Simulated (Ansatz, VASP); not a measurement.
## Two plane-wave programs on SnS2

INCAR

```
SYSTEM = SnS2
PREC = Accurate
ENCUT = 500
EDIFF = 1E-7
ISMEAR = 0
SIGMA = 0.01
LREAL = .False.
LASPH = .True.
NELM = 120
ALGO = Normal
ISIF = 3
LWAVE = .False.
LCHARG = .False.
GGA = PS
IBRION = 2
NSW = 80
EDIFFG = -0.001
GGA_COMPAT = .False.
NELMIN = 4
```

The input KPOINTS:

```
Automatic mesh
0
Gamma
  12 12 6
  0 0 0
```

POSCAR

```
SnS2
1.0
    3.6510442298      0.0000000000      0.0000000000
   -1.8255221149      3.1618970534      0.0000000000
    0.0000000000      0.0000000000      6.0616123946
Sn S
1 2
Direct
    0.0000000000      0.0000000000      0.0000000000
    0.3333333333      0.6666666667      0.2431585152
    0.6666666667      0.3333333333      0.7568414848
```

Input for Ansatz:

```yaml
crystal:
  lattice:
    - [3.6510442298, 0.0, 0.0]
    - [-1.8255221149, 3.1618970534, 0.0]
    - [0.0, 0.0, 6.0616123946]
  atoms:
    - { symbol: Sn, position: [0.0, 0.0, 0.0] }
    - { symbol: S, position: [0.3333333333, 0.6666666667, 0.2431585152] }
    - { symbol: S, position: [0.6666666667, 0.3333333333, 0.7568414848] }
basis:
  ecutwfc: 420
kpoints:
  mp_grid: { grid: [12, 12, 6] }
hamiltonian:
  xc: pbesol
scf:
  occupations: { method: fixed }
output:
  forces: true
  stress: true
  eigenvalues: true
relax:
  adjacent_minimum: "off"
  f_tol: 0.001
  max_steps: 60
  cell: { stress_tol: 0.01 }
```

Alike in both runs: task relaxation of cell and atoms; functional PBEsol; k mesh 12 × 12 × 6; no spin polarisation.

|  | VASP | Ansatz |
| --- | --- | --- |
| version | VASP 6.6.1 | Ansatz 0.2.0 |
| potentials or method | VASP PAW PBE potentials, release 64 (Sn_d, S), cutoff 500 eV | scalar-relativistic, plane waves, PAW |
| occupations | gaussian, width 0.01 eV | fixed |
| valence electrons in the cell | 26 | 26 |

Ansatz gave:

```
gap on the k mesh at the Fermi level, each at its own relaxed structure (eV) : 1.44
relaxed volume (Å³/atom)                                                     : 23.36
relaxed cell length with the largest relative difference (Å)                 : 6.070
```

Task: What did VASP give for the same quantities?

Result: gap on the k mesh at the Fermi level, each at its own relaxed structure (eV): 1.43; relaxed volume (Å³/atom): 23.26; relaxed cell length with the largest relative difference (Å): 6.049.

VASP's potentials were made for PBE, not for PBEsol.
